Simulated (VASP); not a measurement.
# CaB6 (Pm-3m) in VASP: single point with slater exchange, lda correlation

Aim: the single point of CaB6 with slater exchange, lda correlation.

All numbers are computed with VASP 6.6.1; they aren't measurements. Logs are shortened: lines on timing, memory, paths and dates and some standing lists are left out, and cuts for length are marked.

**1. The cell of the first run**

It takes space group Pm-3m (No. 221, cubic). The conventional cell has a = 4.187 Å, b = 4.187 Å, c = 4.187 Å, α = 90.00°, β = 90.00°, γ = 90.00°. Within 4.2 Å of Ca (site symmetry m-3m) lie 24 B at 3.08 Å and 6 Ca at 4.19 Å. Within 2.3 Å of B (site symmetry 4mm) lie 5 B at 1.73 Å.

**2. Single point, slater exchange, lda correlation**

Input file INCAR:

```
PREC = Accurate
ENCUT = 500
EDIFF = 1E-6
ISMEAR = -1
SIGMA = 0.1
LREAL = False
LASPH = True
NELM = 120
ALGO = Normal
ISIF = 2
LWAVE = False
LCHARG = True
GGA = LIBXC
LIBXC1 = LDA_X
LIBXC2 = LDA_C_PW
LELF = True
LVHAR = True
NBANDS = 23
GGA_COMPAT = False
```

Input file KPOINTS:

```
Automatic mesh
0
Gamma
  8 8 8
```

Input file POSCAR:

```
CaB6
1.0
    4.1867070000      0.0000000000      0.0000000000
    0.0000000000      4.1867070000      0.0000000000
    0.0000000000      0.0000000000      4.1867070000
Ca B
1 6
Direct
    0.5000000000      0.5000000000      0.5000000000
    0.0000000000      0.0000000000      0.2930000000
    0.0000000000      0.0000000000      0.7070000000
    0.2930000000      0.0000000000      0.0000000000
    0.7070000000      0.0000000000      0.0000000000
    0.0000000000      0.2930000000      0.0000000000
    0.0000000000      0.7070000000      0.0000000000
```

Potentials or basis: VASP PAW PBE potentials, release 64 (Ca_sv, B).

Command:

```
> cat potpaw_PBE.64/Ca_sv/POTCAR potpaw_PBE.64/B/POTCAR > POTCAR
> mpirun -np 1 vasp_std > vasp.out
```

OUTCAR:

```text
PREC = Accurate
   ENCUT = 500
   EDIFF = 1E-6
   ISMEAR = -1
   LREAL = False
   LASPH = True
   NELM = 120
   ISIF = 2
   GGA = LIBXC

 ion  position               nearest neighbor table
   1  0.500  0.500  0.500-
   2  0.000  0.000  0.293-   3 1.73   4 1.73   5 1.73   6 1.73   7 1.73
   3  0.000  0.000  0.707-   2 1.73   4 1.73   5 1.73   6 1.73   7 1.73
   4  0.293  0.000  0.000-   5 1.73   3 1.73   2 1.73   6 1.73   7 1.73
   5  0.707  0.000  0.000-   4 1.73   3 1.73   2 1.73   6 1.73   7 1.73
   6  0.000  0.293  0.000-   7 1.73   3 1.73   4 1.73   5 1.73   2 1.73
   7  0.000  0.707  0.000-   6 1.73   3 1.73   4 1.73   5 1.73   2 1.73

  LATTYP: Found a simple cubic cell.
 ALAT       =     4.1867070000

  Lattice vectors:

 A1 = (   4.1867070000,   0.0000000000,   0.0000000000)
 A2 = (   0.0000000000,   4.1867070000,   0.0000000000)
 A3 = (   0.0000000000,   0.0000000000,   4.1867070000)

Analysis of symmetry for initial positions (statically):
=====================================================================
 Subroutine PRICEL returns:
 Original cell was already a primitive cell.

 Routine SETGRP: Setting up the symmetry group for a
 simple cubic supercell.

 Subroutine GETGRP returns: Found 48 space group operations
 (whereof 48 operations were pure point group operations)
 out of a pool of 48 trial point group operations.

The static configuration has the point symmetry O_h .

Analysis of symmetry for dynamics (positions and initial velocities):
=====================================================================
 Subroutine PRICEL returns:
 Original cell was already a primitive cell.

 Routine SETGRP: Setting up the symmetry group for a
 simple cubic supercell.

 Subroutine GETGRP returns: Found 48 space group operations
 (whereof 48 operations were pure point group operations)
 out of a pool of 48 trial point group operations.

The dynamic configuration has the point symmetry O_h .

 Subroutine INISYM returns: Found 48 space group operations
 (whereof 48 operations are pure point group operations),
 and found     1 'primitive' translations

----------------------------------------------------------------------------------------

                                     Primitive cell

  volume of cell :      73.3868

  direct lattice vectors                    reciprocal lattice vectors
     4.186707000  0.000000000  0.000000000     0.238851202  0.000000000  0.000000000
     0.000000000  4.186707000  0.000000000     0.000000000  0.238851202  0.000000000
     0.000000000  0.000000000  4.186707000     0.000000000  0.000000000  0.238851202

  length of vectors
     4.186707000  4.186707000  4.186707000     0.238851202  0.238851202  0.238851202

  position of ions in fractional coordinates (direct lattice)
     0.500000000  0.500000000  0.500000000
     0.000000000  0.000000000  0.293000000
     0.000000000  0.000000000  0.707000000
     0.293000000  0.000000000  0.000000000
     0.707000000  0.000000000  0.000000000
     0.000000000  0.293000000  0.000000000
     0.000000000  0.707000000  0.000000000

  ion indices of the primitive-cell ions
   primitive index   ion index
                 1           1
                 2           2
                 3           3
                 4           4
                 5           5
                 6           6
                 7           7

----------------------------------------------------------------------------------------

 KPOINTS: Automatic mesh

Automatic generation of k-mesh.
 Grid dimensions read from file:
 generate k-points for:    8    8    8

 Generating k-lattice:

  Cartesian coordinates                     Fractional coordinates (reciprocal lattice)
     0.029856400  0.000000000  0.000000000     0.125000000  0.000000000  0.000000000
     0.000000000  0.029856400  0.000000000     0.000000000  0.125000000  0.000000000
     0.000000000  0.000000000  0.029856400     0.000000000  0.000000000  0.125000000

  Length of vectors
     0.029856400  0.029856400  0.029856400

  Shift w.r.t. Gamma in fractional coordinates (k-lattice)
     0.000000000  0.000000000  0.000000000

 Subroutine IBZKPT returns following result:
 ===========================================

 Found     35 irreducible k-points:

 Following reciprocal coordinates:
            Coordinates               Weight
  0.000000  0.000000  0.000000      1.000000
  0.125000  0.000000  0.000000      6.000000
  0.250000  0.000000  0.000000      6.000000
  0.375000  0.000000  0.000000      6.000000
  0.500000  0.000000  0.000000      3.000000
  0.125000  0.125000  0.000000     12.000000
[... 16 lines left out ...]
  0.375000  0.375000  0.125000     24.000000
  0.500000  0.375000  0.125000     24.000000
 [... further k-points ...]
   k-points           NKPTS =     35   k-points in BZ     NKDIM =     35   number of bands    NBANDS=     23
   number of dos      NEDOS =    301   number of ions     NIONS =      7
   total plane-waves  NPLWV =  32768
   dimension x,y,z NGX =    32 NGY =   32 NGZ =   32
   dimension x,y,z NGXF=    64 NGYF=   64 NGZF=   64
   ions per type =               1   6
   NGX,Y,Z   is equivalent  to a cutoff of  12.71, 12.71, 12.71 a.u.
   NGXF,Y,Z  is equivalent  to a cutoff of  25.41, 25.41, 25.41 a.u.
 SYSTEM =  unknown system
   PREC   = accura    normal or accurate (medium, high low for compatibility)
   ISTART =      0    job   : 0-new  1-cont  2-samecut
   ICHARG =      2    charge: 1-file 2-atom 10-const
   ISPIN  =      1    spin polarized calculation?
   LNONCOLLINEAR =      F non collinear calculations
   LSORBIT =      F    spin-orbit coupling
   LASPH  =      T    aspherical Exc in radial PAW
   ENCUT  =  500.0 eV  36.75 Ry    6.06 a.u.   7.63  7.63  7.63*2*pi/ulx,y,z
   NELM   =    120;   NELMIN=  2; NELMDL= -5     # of ELM steps
   EDIFF  = 0.1E-05   stopping-criterion for ELM
   LREAL  =      F    real-space projection
   EDIFFG = 0.1E-04   stopping-criterion for IOM
   NSW    =      0    number of steps for IOM
   IBRION =     -1    ionic relax: 0-MD 1-quasi-New 2-CG
   NFREE  =      0    steps in history (QN), initial steepest desc. (CG)
   ISIF   =      2    stress and relaxation
   ISYM   =      2    0-nonsym 1-usesym 2-fastsym
   POTIM  = 0.5000    time-step for ionic-motion
   TEBEG  =    0.0;   TEEND  =   0.0 temperature during run
   PSTRESS=    0.0 pullay stress
   NELECT =      28.0000    total number of electrons
   NUPDOWN=      -1.0000    fix difference up-down
   EMIN   =  10.00;   EMAX   =-10.00  energy-range for DOS
   EFERMI =   0.00;   METHOD = LEGACY
   ISMEAR =    -1;   SIGMA  =   0.10  broadening in eV -4-tet -1-fermi 0-gaus
   EFERMI_NEDOS =   21; number of points for ismear=-14 and -15
   IALGO  =     38    algorithm
   IMIX   =      4    mixing-type and parameters
     AMIX     =   0.40;   BMIX     =  1.00
     AMIX_MAG =   1.60;   BMIX_MAG =  1.00
  volume/ion in A,a.u.               =      10.48        70.75
  Fermi-wavevector in a.u.,A,eV,Ry     =   1.187376  2.243815 19.182334  1.409862
  Thomas-Fermi vector in A             =   2.323529
   LORBIT       =      0    0 simple, 1 ext, 2 COOP (PROOUT), +10 PAW based schemes
   GGA     = LIBXC    functional components
   LHFCALC =     F    Hartree Fock is set to
   AEXX    =    0.0000 exact exchange contribution
   IVDW    =     0    specifies the selected vdW correction
   LEPSILON=     F    determine dielectric tensor
   LRPA    =     F    only Hartree local field effects (RPA)
 non-spin polarized calculation
  energy-cutoff  :      500.00
  volume of cell :       73.39
 maximum number of plane-waves:      1888
 NGX is ok and might be reduce to    32
   NGX = 15   NGY = 15   NGZ = 15

 number of electron      28.0000002 magnetization

 Free energy of the ion-electron system (eV)
  ---------------------------------------------------
  ext. energy  EPLUGINS =         0.00000000
  ---------------------------------------------------
  free energy    TOTEN  =       -48.97728381 eV

  energy without entropy =      -48.97314554  energy(sigma->0) =      -48.97521467

 E-fermi :   4.1721     XC(G=0): -10.6711

 val. band max:        4.0431934814   @ k =   0.5000   0.0000   0.0000
 cond. band min:       4.1860395794   @ k =   0.5000   0.0000   0.0000
 fundamental gap:      0.1428460980
 Fermi energy:         4.1720555782

 k-point     1 :       0.0000    0.0000    0.0000
  band No.  band energies     occupation
      1     -36.6832      2.00000
      2     -17.8963      2.00000
      3     -17.8963      2.00000
      4     -17.8963      2.00000
      5     -10.1770      2.00000
      6      -2.6059      2.00000
[... 15 lines left out ...]
     22       8.6656      0.00000
     23       9.7764      0.00000

 k-point     2 :       0.1250    0.0000    0.0000
  band No.  band energies     occupation
      1     -36.6829      2.00000
      2     -17.9042      2.00000
      3     -17.8955      2.00000
      4     -17.8955      2.00000
      5     -10.1330      2.00000
      6      -3.3367      2.00000
[... 15 lines left out ...]
     22       8.5619      0.00000
     23       9.3096      0.00000

 k-point     3 :       0.2500    0.0000    0.0000
  band No.  band energies     occupation
      1     -36.6821      2.00000
      2     -17.9230      2.00000
      3     -17.8933      2.00000
      4     -17.8933      2.00000
      5     -10.0208      2.00000
      6      -4.1814      2.00000
[... 15 lines left out ...]
     22       9.1605      0.00000
     23       9.5509      0.00000
[... 495 lines left out ...]
 k-point    23 :       0.3750    0.3750    0.1250
  band No.  band energies     occupation
      1     -36.6792      2.00000
      2     -17.9326      2.00000
      3     -17.9313      2.00000
      4     -17.8932      2.00000
      5      -9.6915      2.00000
      6      -4.2758      2.00000
[... 15 lines left out ...]
     22      10.6938      0.00000
     23      11.5498      0.00000

 k-point    24 :       0.5000    0.3750    0.1250
  band No.  band energies     occupation
      1     -36.6789      2.00000
      2     -17.9391      2.00000
      3     -17.9306      2.00000
      4     -17.8923      2.00000
      5      -9.6578      2.00000
      6      -4.3937      2.00000
[... 15 lines left out ...]
     22      10.6058      0.00000
     23      11.6278      0.00000

 [... further k-points ...]

------------------------ aborting loop because EDIFF is reached ----------------------------------------

  FORCE on cell =-STRESS in cart. coord.  units (eV):
  Direction    XX          YY          ZZ          XY          YZ          ZX
  --------------------------------------------------------------------------------------
  -------------------------------------------------------------------------------------
  Total       -3.7429959     -3.7429959     -3.7429959      0.0000000      0.0000000     -0.0000000
  in kB      -81.7169647    -81.7169647    -81.7169647      0.0000000      0.0000000     -0.0000000
  external PRESSURE =     -81.7169647 kB  Pullay stress =       0.0000000 kB

 VOLUME and BASIS-vectors are now :
 -----------------------------------------------------------------------------
  energy-cutoff  :      500.00
  volume of cell :       73.39
      direct lattice vectors                 reciprocal lattice vectors
     4.186707000  0.000000000  0.000000000     0.238851202  0.000000000  0.000000000
     0.000000000  4.186707000  0.000000000     0.000000000  0.238851202  0.000000000
     0.000000000  0.000000000  4.186707000     0.000000000  0.000000000  0.238851202

 POSITION                                       TOTAL-FORCE (eV/Angst)
 -----------------------------------------------------------------------------------
      2.09335      2.09335      2.09335        -0.000000      0.000000      0.000000
      0.00000      0.00000      1.22671        -0.000000      0.000000      0.966923
      0.00000      0.00000      2.96000        -0.000000      0.000000     -0.966923
      1.22671      0.00000      0.00000         0.966923      0.000000      0.000000
      2.96000      0.00000      0.00000        -0.966923      0.000000      0.000000
      0.00000      1.22671      0.00000        -0.000000      0.966923      0.000000
      0.00000      2.96000      0.00000        -0.000000     -0.966923      0.000000
 -----------------------------------------------------------------------------------
    total drift:                                0.000000      0.000000     -0.000000

  FREE ENERGIE OF THE ION-ELECTRON SYSTEM (eV)
  ---------------------------------------------------
  free  energy   TOTEN  =       -48.9772838100 eV

  energy  without entropy=      -48.9731455395  energy(sigma->0) =      -48.97521467
```

Run time: 99 s. Hardware: 1 thread of AMD EPYC 7R43 (Zen 3), shared host; peak memory 0.16 GiB.

What came out:

- Free energy: -48.9773 eV
- Pressure: -8.2 GPa
- Largest force: 0.967 eV/Å
- Band gap on the k mesh: 0.14 eV

Forces on the atoms (eV/Å):
```
Ca   0.000  0.000  0.000
B    0.000  0.000  0.967
B    0.000  0.000 -0.967
B    0.967  0.000  0.000
B   -0.967  0.000  0.000
B    0.000  0.967  0.000
B    0.000 -0.967  0.000
```

Caveat: the cell stands under tension; the PAW data sets were made with another functional, which shifts forces and pressure a little. A k mesh can miss the band edges.
